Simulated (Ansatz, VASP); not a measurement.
# One calculation of CdS, two programs

```
CELL_PARAMETERS angstrom
4.20358 0.00000 0.00000
-2.10178 3.64041 0.00000
0.00000 0.00000 5.72573
ATOMIC_POSITIONS crystal
Cd 0.00000 0.00000 0.44269
S 0.66667 0.33333 0.43431
```

Alike in both runs: task single point; functional r2SCAN; k mesh 6 × 6 × 4; no spin polarisation.

|  | VASP | Ansatz |
| --- | --- | --- |
| version | VASP 6.6.1 | Ansatz 0.2.0 |
| potentials or method | VASP PAW PBE potentials, release 64 (Cd, S), cutoff 520 eV | plane waves, PAW |
| occupations | fermi-dirac, width 0.1 eV | fermi-dirac |
| valence electrons in the cell | 18 | 26 |

```csv
,VASP,Ansatz,Ansatz less VASP
pressure (GPa),0.6,0.4,-0.19
"traceless stress, the component that is largest in VASP (GPa)",-0.68,-0.48,+0.199
```

VASP's potentials were made for PBE, not for r2SCAN. VASP's potentials hold 18 valence electrons a cell and Ansatz's 26, so a difference there can come from the potentials and not from the codes. Ansatz's warnings: structure snapped to symmetry.
